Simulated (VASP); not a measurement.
# Li in VASP: a series of runs

Li is run at these levels: PBE; tasks: relaxation of cell and atoms, single point.

Everything below comes from runs of VASP 6.6.1. Logs are shortened: lines on timing, memory, paths and dates and some standing lists are left out, and cuts for length are marked.

## Step 1: The cell of the first run

It takes space group I4/mmm (No. 139, tetragonal). The conventional cell has a = 3.347 Å, b = 3.347 Å, c = 3.589 Å, α = 90.00°, β = 90.00°, γ = 90.00°. Li (site symmetry 4/mmm) has 14 Li at 2.97 to 3.59 Å within 3.9 Å.

## Step 2: Relaxation of cell and atoms, PBE

File INCAR:

```
PREC = Accurate ; ENCUT = 600
EDIFF = 1E-7 ; ISMEAR = 0
SIGMA = 0.1 ; LREAL = False
LASPH = True ; NELM = 60
ALGO = Fast ; ISIF = 3
LWAVE = False ; LCHARG = False
GGA = PE ; IBRION = 2
NSW = 100 ; EDIFFG = -0.01
```

File KPOINTS:

```
Automatic mesh
0
Gamma
  24 24 24
```

File POSCAR:

```
Li
1.0
   -1.6736522731      1.6736522731      1.7946384767
    1.6736522731     -1.6736522731      1.7946384767
    1.6736522731      1.6736522731     -1.7946384767
Li
1
Direct
    0.0000000000      0.0000000000      0.0000000000
```

Potentials or basis: VASP PAW PBE potentials, release 64 (Li_sv).

Launch:

```bash
$ cat potpaw_PBE.64/Li_sv/POTCAR > POTCAR
$ mpirun -np 1 vasp_std > vasp.out
```

OUTCAR:

```text
PREC = Accurate
   ENCUT = 600
   EDIFF = 1E-7
   ISMEAR = 0
   LREAL = False
   LASPH = True
   NELM = 60
   ISIF = 3
   GGA = PE
   IBRION = 2
   NSW = 100
   EDIFFG = -0.01

 ion  position               nearest neighbor table
   1  0.000  0.000  0.000-

  LATTYP: Found a body centered tetragonal cell.
 ALAT       =     3.3473045462
 C/A-ratio  =     1.0722887338

  Lattice vectors:

 A1 = (  -1.6736522731,   1.6736522731,   1.7946384767)
 A2 = (   1.6736522731,  -1.6736522731,   1.7946384767)
 A3 = (   1.6736522731,   1.6736522731,  -1.7946384767)

Analysis of symmetry for initial positions (statically):
=====================================================================
 Subroutine PRICEL returns:
 Original cell was already a primitive cell.

 Routine SETGRP: Setting up the symmetry group for a
 body centered tetragonal supercell.

 Subroutine GETGRP returns: Found 16 space group operations
 (whereof 16 operations were pure point group operations)
 out of a pool of 16 trial point group operations.

The static configuration has the point symmetry D_4h.

Analysis of symmetry for dynamics (positions and initial velocities):
=====================================================================
 Subroutine PRICEL returns:
 Original cell was already a primitive cell.

 Routine SETGRP: Setting up the symmetry group for a
 body centered tetragonal supercell.

 Subroutine GETGRP returns: Found 16 space group operations
 (whereof 16 operations were pure point group operations)
 out of a pool of 16 trial point group operations.

The dynamic configuration has the point symmetry D_4h.

 Subroutine INISYM returns: Found 16 space group operations
 (whereof 16 operations are pure point group operations),
 and found     1 'primitive' translations

----------------------------------------------------------------------------------------

                                     Primitive cell

  volume of cell :      20.1079

  direct lattice vectors                    reciprocal lattice vectors
    -1.673652273  1.673652273  1.794638477     0.000000000  0.298747839  0.278607645
     1.673652273 -1.673652273  1.794638477     0.298747839  0.000000000  0.278607645
     1.673652273  1.673652273 -1.794638477     0.298747839  0.298747839  0.000000000

  length of vectors
     2.970345287  2.970345287  2.970345287     0.408500295  0.408500295  0.422493246

  position of ions in fractional coordinates (direct lattice)
     0.000000000  0.000000000  0.000000000

  ion indices of the primitive-cell ions
   primitive index   ion index
                 1           1

----------------------------------------------------------------------------------------

 KPOINTS: Automatic mesh

Automatic generation of k-mesh.
 Grid dimensions read from file:
 generate k-points for:   24   24   24

 Generating k-lattice:

  Cartesian coordinates                     Fractional coordinates (reciprocal lattice)
     0.000000000  0.012447827  0.011608652     0.041666667 -0.000000000  0.000000000
     0.012447827  0.000000000  0.011608652    -0.000000000  0.041666667  0.000000000
     0.012447827  0.012447827  0.000000000     0.000000000  0.000000000  0.041666667

  Length of vectors
     0.017020846  0.017020846  0.017603885

  Shift w.r.t. Gamma in fractional coordinates (k-lattice)
     0.000000000  0.000000000  0.000000000

 Subroutine IBZKPT returns following result:
 ===========================================

 Found   1063 irreducible k-points:

 Following reciprocal coordinates:
            Coordinates               Weight
  0.000000  0.000000  0.000000      1.000000
  0.041667  0.000000 -0.000000      8.000000
  0.083333  0.000000 -0.000000      8.000000
  0.125000  0.000000 -0.000000      8.000000
  0.166667  0.000000 -0.000000      8.000000
  0.208333  0.000000 -0.000000      8.000000
[... 16 lines left out ...]
  0.416667  0.041667 -0.000000     16.000000
  0.458333  0.041667 -0.000000     16.000000
 [... further k-points ...]
   k-points           NKPTS =   1063   k-points in BZ     NKDIM =   1063   number of bands    NBANDS=      5
   number of dos      NEDOS =    301   number of ions     NIONS =      1
   total plane-waves  NPLWV =  13824
   dimension x,y,z NGX =    24 NGY =   24 NGZ =   24
   dimension x,y,z NGXF=    48 NGYF=   48 NGZF=   48
   ions per type =               1
   NGX,Y,Z   is equivalent  to a cutoff of  13.43, 13.43, 13.43 a.u.
   NGXF,Y,Z  is equivalent  to a cutoff of  26.86, 26.86, 26.86 a.u.
 SYSTEM =  unknown system
   PREC   = accura    normal or accurate (medium, high low for compatibility)
   ISTART =      0    job   : 0-new  1-cont  2-samecut
   ICHARG =      2    charge: 1-file 2-atom 10-const
   ISPIN  =      1    spin polarized calculation?
   LNONCOLLINEAR =      F non collinear calculations
   LSORBIT =      F    spin-orbit coupling
   LASPH  =      T    aspherical Exc in radial PAW
   ENCUT  =  600.0 eV  44.10 Ry    6.64 a.u.   5.93  5.93  5.93*2*pi/ulx,y,z
   NELM   =     60;   NELMIN=  2; NELMDL= -5     # of ELM steps
   EDIFF  = 0.1E-06   stopping-criterion for ELM
   LREAL  =      F    real-space projection
   EDIFFG = -.1E-01   stopping-criterion for IOM
   NSW    =    100    number of steps for IOM
   IBRION =      2    ionic relax: 0-MD 1-quasi-New 2-CG
   NFREE  =      1    steps in history (QN), initial steepest desc. (CG)
   ISIF   =      3    stress and relaxation
   ISYM   =      2    0-nonsym 1-usesym 2-fastsym
   POTIM  = 0.5000    time-step for ionic-motion
   TEBEG  =    0.0;   TEEND  =   0.0 temperature during run
   PSTRESS=    0.0 pullay stress
   NELECT =       3.0000    total number of electrons
   NUPDOWN=      -1.0000    fix difference up-down
   EMIN   =  10.00;   EMAX   =-10.00  energy-range for DOS
   EFERMI =   0.00;   METHOD = LEGACY
   ISMEAR =     0;   SIGMA  =   0.10  broadening in eV -4-tet -1-fermi 0-gaus
   EFERMI_NEDOS =   21; number of points for ismear=-14 and -15
   IALGO  =     68    algorithm
   IMIX   =      4    mixing-type and parameters
     AMIX     =   0.40;   BMIX     =  1.00
     AMIX_MAG =   1.60;   BMIX_MAG =  1.00
  volume/ion in A,a.u.               =      20.11       135.70
  Fermi-wavevector in a.u.,A,eV,Ry     =   0.868279  1.640810 10.257554  0.753909
  Thomas-Fermi vector in A             =   1.986935
[... 50 lines left out ...]
  band No.  band energies     occupation
      1     -45.8694      2.00000
      2      -2.7954      2.00000
      3      14.1908      0.00000
      4      14.8083      0.00000
      5      15.0848      0.00000

 k-point     4 :       0.1250    0.0000   -0.0000
  band No.  band energies     occupation
      1     -45.8679      2.00000
      2      -2.6341      2.00000
      3      13.0538      0.00000
      4      14.2878      0.00000
      5      14.8778      0.00000

 k-point     5 :       0.1667    0.0000   -0.0000
  band No.  band energies     occupation
      1     -45.8659      2.00000
      2      -2.4081      2.00000
      3      11.7557      0.00000
      4      13.7470      0.00000
      5      14.6183      0.00000

 k-point     6 :       0.2083    0.0000   -0.0000
  band No.  band energies     occupation
      1     -45.8635      2.00000
      2      -2.1179      2.00000
      3      10.4246      0.00000
      4      13.2320      0.00000
      5      14.3253      0.00000

 k-point     7 :       0.2500    0.0000   -0.0000
  band No.  band energies     occupation
      1     -45.8610      2.00000
      2      -1.7644      2.00000
      3       9.1227      0.00000
      4      12.7658      0.00000
      5      14.0234      0.00000

 k-point     8 :       0.2917    0.0000   -0.0000
  band No.  band energies     occupation
      1     -45.8585      2.00000
      2      -1.3501      2.00000
      3       7.8823      0.00000
      4      12.3608      0.00000
      5      13.7353      0.00000

 k-point     9 :       0.3333    0.0000   -0.0000
  band No.  band energies     occupation
      1     -45.8562      2.00000
      2      -0.8809      2.00000
      3       6.7248      0.00000
      4      12.0239      0.00000
      5      13.4793      0.00000

 k-point    10 :       0.3750    0.0000   -0.0000
  band No.  band energies     occupation
      1     -45.8541      2.00000
      2      -0.3699      2.00000
      3       5.6724      0.00000
      4      11.7589      0.00000
      5      13.2687      0.00000

 k-point    11 :       0.4167    0.0000   -0.0000
  band No.  band energies     occupation
      1     -45.8526      2.00000
      2       0.1503      2.00000
      3       4.7624      0.00000
      4      11.5683      0.00000
      5      13.1127      0.00000

 k-point    12 :       0.4583    0.0000   -0.0000
  band No.  band energies     occupation
      1     -45.8516      2.00000
      2       0.5972      1.64489
      3       4.0805      0.00000
      4      11.4535      0.00000
      5      13.0170      0.00000

 k-point    13 :       0.5000    0.0000   -0.0000
  band No.  band energies     occupation
      1     -45.8513      2.00000
      2       0.7923      0.06672
      3       3.8071      0.00000
      4      11.4151      0.00000
      5      12.9847      0.00000

 k-point    14 :       0.0417    0.0417   -0.0000
  band No.  band energies     occupation
      1     -45.8697      2.00000
      2      -2.8299      2.00000
      3      14.5754      0.00000
      4      14.7694      0.00000
      5      15.1322      0.00000

 k-point    15 :       0.0833    0.0417   -0.0000
  band No.  band energies     occupation
      1     -45.8685      2.00000
      2      -2.7030      2.00000
      3      13.6942      0.00000
      4      14.1931      0.00000
      5      14.9541      0.00000

 k-point    16 :       0.1250    0.0417    0.0000
  band No.  band energies     occupation
      1     -45.8668      2.00000
      2      -2.5116      2.00000
      3      12.4687      0.00000
      4      13.6567      0.00000
      5      14.6868      0.00000

 k-point    17 :       0.1667    0.0417   -0.0000
  band No.  band energies     occupation
      1     -45.8646      2.00000
      2      -2.2556      2.00000
      3      11.1454      0.00000
      4      13.1455      0.00000
      5      14.3541      0.00000

 k-point    18 :       0.2083    0.0417   -0.0000
  band No.  band energies     occupation
      1     -45.8622      2.00000
      2      -1.9355      2.00000
      3       9.8229      0.00000
      4      12.6788      0.00000
      5      13.9938      0.00000

 k-point    19 :       0.2500    0.0417    0.0000
  band No.  band energies     occupation
      1     -45.8597      2.00000
      2      -1.5529      2.00000
      3       8.5470      0.00000
      4      12.2696      0.00000
      5      13.6397      0.00000

 k-point    20 :       0.2917    0.0417   -0.0000
  band No.  band energies     occupation
      1     -45.8572      2.00000
      2      -1.1116      2.00000
      3       7.3429      0.00000
      4      11.9254      0.00000
      5      13.3164      0.00000

 k-point    21 :       0.3333    0.0417    0.0000
  band No.  band energies     occupation
      1     -45.8550      2.00000
      2      -0.6196      2.00000
      3       6.2310      0.00000
      4      11.6510      0.00000
      5      13.0406      0.00000

 k-point    22 :       0.3750    0.0417   -0.0000
  band No.  band energies     occupation
      1     -45.8532      2.00000
      2      -0.0970      2.00000
      3       5.2377      0.00000
      4      11.4492      0.00000
      5      12.8228      0.00000

 k-point    23 :       0.4167    0.0417   -0.0000
  band No.  band energies     occupation
      1     -45.8519      2.00000
      2       0.4066      1.99971
      3       4.4166      0.00000
      4      11.3217      0.00000
      5      12.6700      0.00000

 k-point    24 :       0.4583    0.0417   -0.0000
  band No.  band energies     occupation
      1     -45.8513      2.00000
      2       0.7661      0.14321
      3       3.8953      0.00000
      4      11.2692      0.00000
      5      12.5862      0.00000

 [... further k-points ...]

------------------------ aborting loop because EDIFF is reached ----------------------------------------

  FORCE on cell =-STRESS in cart. coord.  units (eV):
  Direction    XX          YY          ZZ          XY          YZ          ZX
  --------------------------------------------------------------------------------------
  -------------------------------------------------------------------------------------
  Total        0.0036616      0.0036616      0.0001016      0.0000000      0.0000000      0.0000000
  in kB        0.2917516      0.2917516      0.0080983      0.0000000      0.0000000      0.0000000
  external PRESSURE =       0.1972005 kB  Pullay stress =       0.0000000 kB

 VOLUME and BASIS-vectors are now :
 -----------------------------------------------------------------------------
  energy-cutoff  :      600.00
  volume of cell :       20.11
      direct lattice vectors                 reciprocal lattice vectors
    -1.673652273  1.673652273  1.794638477     0.000000000  0.298747839  0.278607645
     1.673652273 -1.673652273  1.794638477     0.298747839  0.000000000  0.278607645
     1.673652273  1.673652273 -1.794638477     0.298747839  0.298747839  0.000000000

 POSITION                                       TOTAL-FORCE (eV/Angst)
 -----------------------------------------------------------------------------------
      0.00000      0.00000      0.00000        -0.000000      0.000000     -0.000000
 -----------------------------------------------------------------------------------
    total drift:                                0.000000      0.000000     -0.000000

  FREE ENERGIE OF THE ION-ELECTRON SYSTEM (eV)
  ---------------------------------------------------
  free  energy   TOTEN  =        -1.9053593174 eV

  energy  without entropy=       -1.9029338017  energy(sigma->0) =       -1.90414656

 reached required accuracy - stopping structural energy minimisation
```

It took 68 s on 1 thread of Intel Xeon Platinum 8488C (Sapphire Rapids), shared host; peak memory 0.23 GiB.

What came out:

| Quantity | Value |
| --- | --- |
| Free energy | -1.9054 eV |
| Pressure after relaxing | 0.0 GPa |
| Band gap on the k mesh | zero (an odd number of electrons rules out a gap without spin polarisation) |

Final structure:
```xyz
1
Lattice="-1.6737 1.6737 1.7946 1.6737 -1.6737 1.7946 1.6737 1.6737 -1.7946" Properties=species:S:1:pos:R:3 pbc="T T T"
Li    0.0000    0.0000    0.0000
```

Caveat: the cutoff is under 1.25 times the usual one of these potentials, so pressure, stress and relaxed cells hold a basis-set (Pulay) error.

## Step 3: Single point, PBE

This run uses another cell than the first one: it holds 10 atoms, not 1.

File INCAR:

```
SYSTEM = Li
  PREC = Accurate
  ENCUT = 520
  EDIFF = 1E-6
  ISMEAR = 0
  SIGMA = 0.1
  LREAL = .False.
  LASPH = .True.
  NELM = 80
  ALGO = Normal
  ISIF = 2
  LWAVE = .False.
  LCHARG = .False.
  GGA = PE
  NBANDS = 26
```

File KPOINTS:

```
Automatic mesh
0
Gamma
  2 6 2
  0 0 0
```

File POSCAR:

```
Li
1.0
    7.4808069730      0.0000000000      0.0240020825
    0.0000000000      3.5892769533      0.0000000000
   -0.0235315011      0.0000000000      7.4887171067
Li
10
Direct
    0.7982498160      0.5510476828      0.8985030010
    0.6013944778      0.5511875905      0.2984189767
    0.2017501840      0.5510476828      0.1014969990
    0.3986055222      0.5511875905      0.7015810233
    0.0000000000      0.5499660154      0.5000000000
    0.5000000000      0.0516014060      0.0000000000
    0.9012379841      0.0504590236      0.1982837645
    0.6983457732      0.0507190425      0.5986723233
    0.3016542268      0.0507190425      0.4013276767
    0.0987620159      0.0504590236      0.8017162355
```

Potentials or basis: VASP PAW PBE potentials, release 64 (Li_sv).

Launch:

```bash
$ cat potpaw_PBE.64/Li_sv/POTCAR > POTCAR
$ mpirun -np 1 vasp_std > vasp.out
```

Run time: 57 s. Hardware: 1 thread of AMD EPYC 7R13 (Zen 3), shared host; peak memory 0.25 GiB.

The run converged. Its results:

```
Free energy            : -19.3383 eV
Largest force          : 0.008 eV/Å
Band gap on the k mesh : zero (bands 15 and 16 overlap by 1.99 eV)
```

Forces on the atoms (eV/Å):
```
Li   0.007 -0.002  0.004
Li  -0.004 -0.002  0.005
Li  -0.007 -0.002 -0.004
Li   0.004 -0.002 -0.005
Li   0.000  0.003  0.000
Li   0.000 -0.002  0.000
Li  -0.003  0.002  0.006
Li   0.006  0.001  0.003
Li  -0.006  0.001 -0.003
Li   0.003  0.002 -0.006
```

Levels at points of the mesh, in eV from the Fermi level:
| k point | band 12 | band 13 | band 14 | band 15 | band 16 | band 17 | band 18 | band 19 |
| --- | --- | --- | --- | --- | --- | --- | --- | --- |
| (0.00, 0.00, 0.00) | -1.47 | -1.47 | -1.47 | -1.47 | 0.53 | 0.54 | 0.54 | 0.54 |
| (0.50, 0.00, 0.00) | -2.97 | -1.00 | -1.00 | -0.93 | -0.93 | 0.82 | 0.84 | 3.17 |
| (0.00, 0.50, 0.00) | -1.26 | 0.47 | 0.47 | 0.48 | 0.48 | 0.50 | 0.50 | 0.50 |
| (0.50, 0.50, 0.00) | -0.80 | -0.79 | -0.79 | 0.25 | 0.25 | 1.07 | 1.07 | 1.07 |
| (0.00, 0.00, 0.50) | -2.97 | -1.00 | -0.99 | -0.93 | -0.93 | 0.81 | 0.83 | 3.16 |
| (0.50, 0.00, 0.50) | -2.47 | -2.47 | -2.46 | 0.57 | 0.58 | 1.64 | 1.64 | 1.65 |
| (0.00, 0.50, 0.50) | -0.80 | -0.79 | -0.79 | 0.25 | 0.25 | 1.07 | 1.07 | 1.08 |
| (0.50, 0.50, 0.50) | -0.37 | -0.37 | -0.37 | -0.36 | -0.36 | -0.36 | -0.35 | 3.44 |

Caveat: the k points lie up to 0.42 Å⁻¹ apart, too coarse for converged energies and pressures of a metal; the cutoff is under 1.25 times the usual one of these potentials, so pressure, stress and relaxed cells hold a basis-set (Pulay) error.

## Step 4: Single point, PBE

This run uses another cell than the first one, of 20.26 Å³/atom.

File INCAR:

```
SYSTEM = Li
PREC = Accurate
ENCUT = 520
EDIFF = 1E-6
ISMEAR = 0
SIGMA = 0.1
LREAL = .FALSE.
LASPH = .TRUE.
NELM = 80
ALGO = Fast
ISIF = 2
LWAVE = .FALSE.
LCHARG = .TRUE.
GGA = PE
LELF = .TRUE.
LVHAR = .TRUE.
NBANDS = 8
```

File KPOINTS:

```
Automatic mesh
0
G
  24 24 24
  0 0 0
```

File POSCAR:

```
Li
1.0
   -1.6792015355      1.6792015355      1.7962981582
    1.6792015355     -1.6792015355      1.7962981582
    1.6792015355      1.6792015355     -1.7962981582
Li
1
Direct
    0.0000000000      0.0000000000      0.0000000000
```

Launch:

```bash
$ cat potpaw_PBE.64/Li_sv/POTCAR > POTCAR
$ mpirun -np 1 vasp_std > vasp.out
```

Wall time 2.2 min (1 thread of AMD EPYC 7R13 (Zen 3), shared host); peak memory 0.21 GiB.

It converged, with:

| Quantity | Value |
| --- | --- |
| Free energy | -1.9057 eV |
| Band gap on the k mesh | zero (an odd number of electrons rules out a gap without spin polarisation) |

Levels at points of the mesh, in eV from the Fermi level:
```tsv
k point	band 1	band 2	band 3	band 4	band 5
(0.00, 0.00, 0.00)	-46.55	-3.58	14.39	14.64	14.64
(0.50, 0.00, 0.00)	-46.53	0.13	3.12	10.68	12.24
(0.50, 0.50, 0.00)	-46.53	0.45	3.52	9.79	11.01
(0.50, 0.50, 0.50)	-46.51	4.56	6.02	6.02	7.23
```

Caveat: the cutoff is under 1.25 times the usual one of these potentials, so pressure, stress and relaxed cells hold a basis-set (Pulay) error.

## Step 5: Overview

```csv
task,cell,k mesh,cutoff (eV),gap on the mesh (eV)
relaxation of cell and atoms,"relaxed from a = 2.970 Å, angles 111.4, 111.4, 105.7°, 1 atom, atomic positions A",24 × 24 × 24,600,none
single point,"a = 7.481, b = 3.589, c = 7.489 Å, 10 atoms, atomic positions B",2 × 6 × 2,520,none
single point,"a = 2.978 Å, angles 111.3, 111.3, 105.8°, 1 atom, atomic positions A",24 × 24 × 24,520,none
```

Alike in all rows: level PBE; potentials or basis VASP PAW PBE potentials, release 64 (Li_sv); no spin polarisation; smearing gaussian 0.1 eV.

Caveats: some runs use coarse meshes; the cutoff is under 1.25 times the usual one of these potentials, so pressure, stress and relaxed cells hold a basis-set (Pulay) error.

Absolute energies hang on the potentials; compare differences alone.
